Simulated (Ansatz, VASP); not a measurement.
**Co in VASP and in Ansatz**

```
CELL_PARAMETERS angstrom
0.00000 1.77246 1.77246
1.77246 0.00000 1.77246
1.77246 1.77246 0.00000
ATOMIC_POSITIONS crystal
Co 0.00000 0.00000 0.00000
```

Alike in both runs: task single point; functional revPBE; k mesh 25 × 25 × 25; occupations fermi-dirac, width 0.05 eV; collinear spin.

|  | VASP | Ansatz |
| --- | --- | --- |
| version | VASP 6.6.1 | Ansatz 0.2.0 |
| potentials or method | VASP PAW PBE potentials, release 64 (Co), cutoff 520 eV | plane waves (420 eV) with PAW, scalar-relativistic |
| valence electrons in the cell | 9 | 17 |

Ansatz gave:

| Quantity | Value |
| --- | --- |
| net moment per atom (μB) | 1.68 |
| size of the moment on the site where the two differ most (μB) | 1.76 |

Q: Which values does VASP return?

A: net moment per atom (μB): 1.67; size of the moment on the site where the two differ most (μB): 1.69.

VASP's potentials were made for PBE, not for revPBE. Site moments also hang on the region over which each program counts them. VASP's potentials hold 9 valence electrons a cell and Ansatz's 17, so a difference there can come from the potentials and not from the codes.
